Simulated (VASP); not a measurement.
Wanted: the native input for a VASP 6.6.1 run.

- Task: single point
- Functional: PBEsol
- Potentials or basis: VASP PAW PBE potentials, release 64 (Tl_d)
- Cutoff: 520 eV
- k mesh: 7 × 7 × 4
- Occupations: fermi-dirac, width 0.05 eV
- Spin: no spin polarisation
- Dipole correction: no
- Further INCAR settings: ALGO = Normal; EDIFF = 1e-06; NBANDS = 20

The structure of Tl lies in POSCAR:

```
Tl
1.0
    3.4795438969      0.1591107652     -0.0004122568
   -1.6019779838      3.0931049807      0.0004145275
   -0.0006590621      0.0003847015      5.2221309065
Tl
2
Direct
    0.3233306746      0.7083347419      0.2735886237
    0.7278249654      0.3038228381      0.7735847663
```

The input as run:

INCAR

```
ALGO = Normal
EDIFF = 1E-6
ENCUT = 520
GGA = PS
ISIF = 2
ISMEAR = -1
LASPH = True
LCHARG = False
LREAL = False
LWAVE = False
NBANDS = 20
NELM = 100
PREC = Accurate
SIGMA = 0.05
```

KPOINTS

```
k-points
0
Gamma
  7 7 4
```

Potentials or basis: VASP PAW PBE potentials, release 64 (Tl_d).

The run is started by

```console
$ cat potpaw_PBE.64/Tl_d/POTCAR > POTCAR
$ mpirun -np 1 vasp_std > vasp.out
```

Results of the run:

| Item | Value |
| --- | --- |
| Pressure | -0.1 GPa |
| Band gap on the k mesh | zero (band 13 reaches 10.88 eV, above the bottom of band 14 at 4.09 eV) |

Caveat: the PAW data sets were made with another functional, which shifts forces and pressure a little; spin-orbit coupling is left out, which moves the levels of the heavy elements.

It took 36 s on 1 thread of Intel(R) Xeon(R) 6975P-C (Granite Rapids), with other jobs on the host, peak memory 0.23 GiB.
